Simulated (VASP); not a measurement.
# ZnO (P6_3mc) in VASP: further runs, part 3 of 3

VASP 6.6.1.

## 6. Relaxation of cell and atoms, r2SCAN

This run uses another cell than the first one, of 11.90 Å³/atom.

The input, POSCAR:

```
ZnO
1.0
    3.2493080000      0.0000000000      0.0000000000
   -1.6246540000      2.8139832727      0.0000000000
    0.0000000000      0.0000000000      5.2057090000
Zn O
2 2
Direct
    0.3333333333      0.6666666667      0.5000000000
    0.6666666667      0.3333333333      0.0000000000
    0.6666666667      0.3333333333      0.3790100000
    0.3333333333      0.6666666667      0.8790100000
```

The input, INCAR.step1:

```
ALGO = Normal ; EDIFF = 1E-4
ENCUT = 600 ; GGA = PE
ISMEAR = 0 ; LASPH = T
LCHARG = F ; LREAL = F
LWAVE = T ; NELM = 100
PREC = Accurate ; SIGMA = 0.02
```

The input, INCAR.step2:

```
ALGO = Normal ; EDIFF = 1E-6
EDIFFG = -0.005 ; ENCUT = 600
IBRION = 2 ; ISIF = 3
ISMEAR = 0 ; ISTART = 1
LASPH = T ; LCHARG = F
LMIXTAU = T ; LREAL = F
LWAVE = F ; METAGGA = R2SCAN
NELM = 100 ; NSW = 100
PREC = Accurate ; SIGMA = 0.02
```

The input, KPOINTS:

```
k-points
0
Gamma
  12 12 6
```

Potentials or basis: VASP PAW PBE potentials, release 64 (Zn, O).

The run is started by

```console
$ cat potpaw_PBE.64/Zn/POTCAR potpaw_PBE.64/O/POTCAR > POTCAR
$ cp INCAR.step1 INCAR
$ mpirun -np 1 vasp_std > vasp.out
$ cp INCAR.step2 INCAR
$ mpirun -np 1 vasp_std > vasp.out
```

OUTCAR:

```text
EDIFF = 1E-6
   EDIFFG = -0.005
   ENCUT = 600
   IBRION = 2
   ISIF = 3
   ISMEAR = 0
   ISTART = 1
   LASPH = T
   LREAL = F
   METAGGA = R2SCAN
   NELM = 100
   NSW = 100
   PREC = Accurate

 ion  position               nearest neighbor table
   1  0.333  0.667  0.500-   4 1.97   3 1.98   3 1.98   3 1.98
   2  0.667  0.333  0.000-   3 1.97   4 1.98   4 1.98   4 1.98
   3  0.667  0.333  0.379-   2 1.97   1 1.98   1 1.98   1 1.98
   4  0.333  0.667  0.879-   1 1.97   2 1.98   2 1.98   2 1.98

  LATTYP: Found a hexagonal cell.
 ALAT       =     3.2493080000
 C/A-ratio  =     1.6020977390

  Lattice vectors:

 A1 = (   3.2493080000,   0.0000000000,   0.0000000000)
 A2 = (  -1.6246540000,   2.8139832727,   0.0000000000)
 A3 = (   0.0000000000,   0.0000000000,   5.2057090000)

Analysis of symmetry for initial positions (statically):
[... 379 lines left out ...]
  free energy    TOTEN  =       -36.32435726 eV

  energy without entropy =      -36.32435726  energy(sigma->0) =      -36.32435726

 E-fermi :   0.9756     XC(G=0): -11.6789

 val. band max:        0.8736640674   @ k =   0.0000   0.0000   0.0000
 cond. band min:       2.1018461705   @ k =   0.0000   0.0000   0.0000
 fundamental gap:      1.2281821031
 Fermi energy:         0.9755884863

 k-point     1 :       0.0000    0.0000    0.0000
  band No.  band energies     occupation
      1     -18.2328      2.00000
      2     -17.5439      2.00000
      3      -4.9587      2.00000
      4      -4.9586      2.00000
      5      -4.9097      2.00000
      6      -4.8446      2.00000
[... 589 lines left out ...]
     21       9.8378      0.00000
     22      10.4169      0.00000

 [... further k-points ...]

------------------------ aborting loop because EDIFF is reached ----------------------------------------

  FORCE on cell =-STRESS in cart. coord.  units (eV):
  Direction    XX          YY          ZZ          XY          YZ          ZX
  --------------------------------------------------------------------------------------
  -------------------------------------------------------------------------------------
  Total        0.0004832      0.0004832      0.0073327      0.0000000     -0.0000000      0.0000000
  in kB        0.0163130      0.0163130      0.2475587      0.0000000     -0.0000000      0.0000000
  external PRESSURE =       0.0933949 kB  Pullay stress =       0.0000000 kB
[... 19 lines left out ...]
  FREE ENERGIE OF THE ION-ELECTRON SYSTEM (eV)
  ---------------------------------------------------
  free  energy   TOTEN  =       -36.3243572642 eV

  energy  without entropy=      -36.3243572642  energy(sigma->0) =      -36.32435726

 reached required accuracy - stopping structural energy minimisation
```

OUTCAR.step1:

```text
EDIFF = 1E-4
   ENCUT = 600
   GGA = PE
   ISMEAR = 0
[... 832 lines left out ...]
     -0.00000      1.87599      2.60285        -0.000000      0.000000     -0.074144
      1.62465      0.93799      0.00000         0.000000     -0.000000     -0.074144
      1.62465      0.93799      1.97302         0.000000      0.000000      0.074144
     -0.00000      1.87599      4.57587        -0.000000     -0.000000      0.074144
 -----------------------------------------------------------------------------------
    total drift:                                0.000000      0.000000     -0.003467

  FREE ENERGIE OF THE ION-ELECTRON SYSTEM (eV)
  ---------------------------------------------------
  free  energy   TOTEN  =       -17.8264802380 eV

  energy  without entropy=      -17.8264802380  energy(sigma->0) =      -17.82648024
```

OSZICAR.step1:

```text
N       E                     dE             d eps       ncg     rms          rms(c)
DAV:   1     0.312815335799E+03    0.31282E+03   -0.20639E+04  3352   0.263E+03
DAV:   2     0.129288967282E+02   -0.29989E+03   -0.28747E+03  3560   0.476E+02
DAV:   3    -0.203501951625E+02   -0.33279E+02   -0.32947E+02  3932   0.164E+02
DAV:   4    -0.210605899331E+02   -0.71039E+00   -0.70922E+00  3662   0.250E+01
DAV:   5    -0.210661569327E+02   -0.55670E-02   -0.55666E-02  3860   0.218E+00    0.147E+01
DAV:   6    -0.176888404477E+02    0.33773E+01   -0.11783E+01  5712   0.729E+01    0.906E+00
DAV:   7    -0.178618922771E+02   -0.17305E+00   -0.26669E+00  3482   0.196E+01    0.538E+00
DAV:   8    -0.178859982675E+02   -0.24106E-01   -0.80068E-01  5046   0.934E+00    0.179E+00
DAV:   9    -0.178228342355E+02    0.63164E-01   -0.18646E-01  5362   0.804E+00    0.336E-01
DAV:  10    -0.178265166271E+02   -0.36824E-02   -0.56843E-02  3388   0.177E+00    0.160E-01
DAV:  11    -0.178264232712E+02    0.93356E-04   -0.18168E-03  4794   0.713E-01    0.417E-02
DAV:  12    -0.178264802380E+02   -0.56967E-04   -0.19673E-04  2416   0.364E-01
   1 F= -.17826480E+02 E0= -.17826480E+02  d E =-.104251E-19
```

It took 35 min on 1 thread of AMD EPYC 9R45 (Zen 5), shared host; peak memory 0.22 GiB.

Results:

```yaml
Free_energy: -36.3244 eV
Relaxed_volume: 11.86 Å³/atom
Relaxed_cell: a = 3.240 Å, b = 3.240 Å, c = 5.221 Å, α = 90.00°, β = 90.00°, γ = 120.00°
Space_group_after_relaxing_to_0.1_Å: P6_3mc (No. 186)
Energy_gained_by_relaxing: 0.3 meV/atom
Ionic_steps: 20
Pressure_after_relaxing: 0.0 GPa
Band_gap_on_the_k_mesh: 1.23 eV
```

Step by step:
| step | energy change (eV) | largest force (eV/Å) | pressure (GPa) | volume (Å³) |
| --- | --- | --- | --- | --- |
| 1 | 0.0000 | 0.0657 | -0.40 | 47.60 |
| 2 | -0.0012 | 0.0288 | 0.21 | 47.39 |
| 3 | -0.0013 | 0.0092 | 0.08 | 47.44 |
| 4 | -0.0013 | 0.0044 | 0.04 | 47.45 |
| 5 | -0.0013 | 0.0061 | 0.08 | 47.44 |
| 6 | -0.0012 | 0.0092 | -0.05 | 47.48 |
| 7 | -0.0012 | 0.0094 | -0.01 | 47.47 |
| 8 | -0.0013 | 0.0035 | -0.06 | 47.48 |
| 9 | -0.0013 | 0.0006 | -0.10 | 47.48 |
| 10 | -0.0013 | 0.0015 | 0.00 | 47.48 |
| 11 | -0.0013 | 0.0010 | -0.05 | 47.48 |
| 12 | -0.0013 | 0.0011 | -0.05 | 47.48 |
| 13 | -0.0013 | 0.0014 | -0.06 | 47.48 |
| 14 | -0.0013 | 0.0020 | -0.05 | 47.47 |
| 15 | -0.0013 | 0.0030 | 0.00 | 47.47 |
| 16 | -0.0013 | 0.0042 | -0.02 | 47.46 |
| 17 | -0.0013 | 0.0077 | 0.02 | 47.45 |
| 18 | -0.0013 | 0.0050 | 0.00 | 47.46 |
| 19 | -0.0013 | 0.0021 | 0.03 | 47.46 |
| 20 | -0.0013 | 0.0014 | 0.01 | 47.46 |

Final structure:
```xyz
4
Lattice="3.2399 0.0000 0.0000 -1.6199 2.8058 0.0000 0.0000 0.0000 5.2205" Properties=species:S:1:pos:R:3 pbc="T T T"
Zn    0.0000    1.8705    2.6095
Zn    1.6199    0.9353    5.2198
O     1.6199    0.9353    1.9794
O     0.0000    1.8705    4.5897
```

Caveat: the PAW data sets were made with another functional, which shifts forces and pressure a little. r2SCAN opens gaps a little over a GGA but as a rule still falls short of measured ones.

## 7. Relaxation of shape and atoms at fixed volume, r2SCAN (11.46 Å³/atom)

This run uses another cell than the first one, of 11.46 Å³/atom.

The input, POSCAR:

```
ZnO
1.0
    3.2025170819      0.0000000000      0.0000000000
   -1.6012585410      2.7734611490      0.0000000000
    0.0000000000      0.0000000000      5.1587575276
Zn O
2 2
Direct
    0.3333333333      0.6666666667      0.4996921297
    0.6666666667      0.3333333333     -0.0003078703
    0.6666666667      0.3333333333      0.3793178703
    0.3333333333      0.6666666667      0.8793178703
```

The input, INCAR.step1:

```
PREC = Accurate
ENCUT = 600
ISMEAR = 0
SIGMA = 0.02
LREAL = False
LASPH = True
NELM = 100
GGA = PE
ALGO = Normal
EDIFF = 1E-4
LWAVE = True
LCHARG = False
```

The input, INCAR.step2:

```
PREC = Accurate
ENCUT = 600
EDIFF = 1E-7
ISMEAR = 0
SIGMA = 0.02
LREAL = False
LASPH = True
NELM = 100
ALGO = Normal
ISIF = 4
LWAVE = False
LCHARG = False
METAGGA = R2SCAN
LMIXTAU = True
IBRION = 2
NSW = 50
EDIFFG = -0.01
ISTART = 1
```

The input, KPOINTS:

```
Automatic mesh
0
Gamma
  12 12 6
```

The run is started by

```console
$ cat potpaw_PBE.64/Zn/POTCAR potpaw_PBE.64/O/POTCAR > POTCAR
$ cp INCAR.step1 INCAR
$ mpirun -np 1 vasp_std > vasp.out
$ cp INCAR.step2 INCAR
$ mpirun -np 1 vasp_std > vasp.out
```

Run time: 3.2 min. Hardware: 1 thread of AMD EPYC 9R45 (Zen 5), shared host; peak memory 0.21 GiB.

Results (log left out):

```
Free energy                  : -36.2933 eV
Pressure after relaxing      : 5.7 GPa
Largest force after relaxing : 0.004 eV/Å
Band gap on the k mesh       : 1.28 eV
```

Forces on the atoms (eV/Å):
```
Zn   0.000  0.000  0.004
Zn   0.000  0.000  0.004
O    0.000  0.000 -0.004
O    0.000  0.000 -0.004
```

Stress tensor (GPa, compression positive):
```
5.73 0.00 0.00
0.00 5.73 0.00
0.00 0.00 5.63
```

Final structure:
```
CELL_PARAMETERS angstrom
3.20252 0.00000 0.00000
-1.60126 2.77346 0.00000
0.00000 0.00000 5.15876
ATOMIC_POSITIONS crystal
Zn 0.33333 0.66667 0.49969
Zn 0.66667 0.33333 0.99969
O 0.66667 0.33333 0.37932
O 0.33333 0.66667 0.87932
```

Levels at points of the mesh, in eV from the valence-band top:
```csv
k point,band 14,band 15,band 16,band 17,band 18,band 19,band 20,band 21,band 22
"(0.00, 0.00, 0.00)",-0.85,-0.85,-0.11,0.00,0.00,1.28,5.99,8.94,13.89
"(0.50, 0.00, 0.00)",-3.70,-2.96,-2.44,-1.36,-0.91,6.57,7.40,8.12,9.54
"(0.00, 0.00, 0.50)",-2.27,-0.42,-0.42,-0.42,-0.42,4.01,4.01,10.96,10.96
"(0.50, 0.00, 0.50)",-3.85,-1.62,-1.62,-1.47,-1.47,6.30,6.30,9.37,9.37
```

Caveat: the relaxation stopped at its first step, so nothing moved; the PAW data sets were made with another functional, which shifts forces and pressure a little.

## 8. Summary

```tsv
task	cell	gap on the mesh (eV)	pressure (GPa)
relaxation of shape and atoms at fixed volume	relaxed from a = 3.169, b = 3.169, c = 5.105 Å, angles 90.0, 90.0, 120.0°, 4 atoms, atomic positions A	1.33	11.7
relaxation of shape and atoms at fixed volume	relaxed from a = 3.203, b = 3.203, c = 5.159 Å, angles 90.0, 90.0, 120.0°, 4 atoms, atomic positions A	1.28	5.7
relaxation of shape and atoms at fixed volume	relaxed from a = 3.267, b = 3.267, c = 5.263 Å, angles 90.0, 90.0, 120.0°, 4 atoms, atomic positions A	1.19	-3.5
relaxation of shape and atoms at fixed volume	relaxed from a = 3.299, b = 3.299, c = 5.314 Å, angles 90.0, 90.0, 120.0°, 4 atoms, atomic positions A	1.14	-7.1
relaxation of cell and atoms	relaxed from a = 3.249, b = 3.249, c = 5.206 Å, angles 90.0, 90.0, 120.0°, 4 atoms, atomic positions B	1.23	0.0
```

Alike in all rows: level r2SCAN; potentials or basis VASP PAW PBE potentials, release 64 (Zn, O); no spin polarisation; k mesh 12 × 12 × 6; cutoff (eV) 600; smearing gaussian 0.02 eV.

Caveats: the PAW data sets were made with another functional, which shifts forces and pressure a little; the relaxation stopped at its first step, so nothing moved (at least some runs).

Total energies depend on the potentials used, so only differences within one code and one set of settings carry meaning.
